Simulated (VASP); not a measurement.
Write the native input for VASP 6.6.1 that does the following.

```yaml
Task: single point
Functional: LDA
Potentials_or_basis: VASP PAW LDA potentials, release 64 (B_h, N_h)
Cutoff: 910 eV
k_mesh: 10 × 10 × 10
Occupations: gaussian, width 0.01 eV
Spin: no spin polarisation
Dipole_correction: no
Second_run: hard_potentials
Further_INCAR_settings: ALGO = Normal; EDIFF = 1e-06; NBANDS = 11
```

The structure of BN (cubic boron nitride) lies in POSCAR:

```
BN
1.0
    0.0000000000      1.7903427607      1.7903427607
    1.7903427607      0.0000000000      1.7903427607
    1.7903427607      1.7903427607      0.0000000000
B N
1 1
Direct
    0.0000000000      0.0000000000      0.0000000000
    0.2500000000      0.2500000000      0.2500000000
```

One way to write it, as run:

INCAR

```
ALGO     = Normal         # electronic algorithm
EDIFF    = 1E-6           # SCF threshold, eV
ENCUT    = 910            # plane-wave cutoff, eV
GGA_COMPAT= F            
ISIF     = 2              # what is computed and relaxed
ISMEAR   = 0              # smearing method
LASPH    = T              # aspherical terms in the spheres
LCHARG   = F              # write CHGCAR
LREAL    = F              # projectors in reciprocal space
LWAVE    = F              # write WAVECAR
NBANDS   = 11             # bands
NELM     = 120            # most SCF steps
PREC     = Accurate       # precision mode
SIGMA    = 0.01           # smearing width, eV
```

KPOINTS

```
k-points
0
Gamma
  10 10 10
```

Potentials or basis: VASP PAW LDA potentials, release 64 (B_h, N_h).

Command:

```bash
$ cat potpaw_LDA.64/B_h/POTCAR potpaw_LDA.64/N_h/POTCAR > POTCAR
$ mpirun -np 1 vasp_std > vasp.out
```

It gave:

| Property | Result |
| --- | --- |
| Pressure | 0.5 GPa |
| Band gap on the k mesh | 4.38 eV, indirect (least direct gap 8.82 eV) |

Caveat: the cutoff is under 1.25 times the usual one of these potentials, so pressure, stress and relaxed cells hold a basis-set (Pulay) error.

Run time: 14 s on 1 thread of AMD EPYC 7R13 Processor (Zen 3) (shared host), peak memory 0.1 GiB.
